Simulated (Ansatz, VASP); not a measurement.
## Two plane-wave programs on HfO2

INCAR

```
ALGO = Normal
EDIFF = 1E-7
ENCUT = 520
GGA = PS
ISIF = 2
ISMEAR = 0
LASPH = True
LCHARG = True
LELF = True
LREAL = False
LVHAR = True
LWAVE = False
NBANDS = 31
NELM = 100
PREC = Accurate
SIGMA = 0.01
```

The input KPOINTS:

```
k-points
0
Gamma
  4 4 4
```

Contents of POSCAR:

```
HfO2
1.0
    4.8135330000      0.0000000000      0.0000000000
    0.0000000000      4.8135330000      0.0000000000
    0.0000000000      0.0000000000      3.2054150000
Hf O
2 4
Direct
    0.0000000000      0.0000000000      0.0000000000
    0.5000000000      0.5000000000      0.5000000000
    0.1949550000      0.8050450000      0.5000000000
    0.3050450000      0.3050450000      0.0000000000
    0.6949550000      0.6949550000      0.0000000000
    0.8050450000      0.1949550000      0.5000000000
```

Input for Ansatz:

```yaml
crystal:
  lattice:
    - [4.813533, 0.0, 0.0]
    - [0.0, 4.813533, 0.0]
    - [0.0, 0.0, 3.205415]
  atoms:
    - { symbol: Hf, position: [0.0, 0.0, 0.0] }
    - { symbol: Hf, position: [0.5, 0.5, 0.5] }
    - { symbol: O, position: [0.194955, 0.805045, 0.5] }
    - { symbol: O, position: [0.305045, 0.305045, 0.0] }
    - { symbol: O, position: [0.694955, 0.694955, 0.0] }
    - { symbol: O, position: [0.805045, 0.194955, 0.5] }
kpoints:
  mp_grid:
    grid: [4, 4, 4]
hamiltonian:
  xc: pbesol
  pseudopotentials:
    kind: paw
scf:
  occupations:
    method: fixed
output:
  stress: true
```

Alike in both runs: task single point; functional PBEsol; k mesh 4 × 4 × 4; no spin polarisation.

```csv
,VASP,Ansatz
version,VASP 6.6.1,Ansatz 0.2.0
potentials or method,"VASP PAW PBE potentials, release 64 (Hf_pv, O)","plane waves, PAW"
plane-wave cutoff (eV),520,420
occupations,"gaussian, width 0.01 eV",fixed
valence electrons in the cell,44,76
```

VASP gave:

| Property | Result |
| --- | --- |
| pressure (GPa) | -0.9 |
| traceless stress, the component that is largest in VASP (GPa) | -0.38 |

Q: What did Ansatz give for the same quantities?

A: Pressure (GPa): 1.9; traceless stress, the component that is largest in VASP (GPa): 0.06.

VASP's potentials were made for PBE, not for PBEsol. VASP's potentials hold 44 valence electrons a cell and Ansatz's 76, so a difference there can come from the potentials and not from the codes.

The k mesh is coarse, so the values compare programs but aren't converged. Neither program's run includes spin-orbit coupling.
